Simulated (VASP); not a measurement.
A run of VASP 6.6.1 is set up as follows.

The input INCAR:

```
ALGO = Normal
EDIFF = 1E-6
ENCUT = 520
GGA = PE
ISIF = 2
ISMEAR = -1
LASPH = True
LCHARG = False
LREAL = False
LWAVE = False
NBANDS = 16
NELM = 80
PREC = Accurate
SIGMA = 0.1
```

Contents of KPOINTS:

```
k-points
0
Gamma
  11 11 10
```

File POSCAR:

```
WC
1.0
    2.9065000000      0.0000000000      0.0000000000
   -1.4532500000      2.5171030000      0.0000000000
    0.0000000000      0.0000000000      2.8366000000
W C
1 1
Direct
    0.0000000000      0.0000000000      0.0000000000
    0.6666666667      0.3333333333      0.5000000000
```

Potentials or basis: VASP PAW PBE potentials, release 64 (W_sv, C).

Launch:

```bash
$ cat potpaw_PBE.64/W_sv/POTCAR potpaw_PBE.64/C/POTCAR > POTCAR
$ mpirun -np 1 vasp_std > vasp.out
```

Task: Predict the band gap on the k mesh.

Result: Zero (band 9 reaches 11.72 eV, above the bottom of band 10 at 10.50 eV).

Task: Estimate the pressure.

Result: 6.7 GPa.

Stress tensor (GPa, compression positive):
```
6.86 0.00 0.00
0.00 6.86 0.00
0.00 0.00 6.49
```

Caveat: spin-orbit coupling is left out, which moves the levels of the heavy elements.
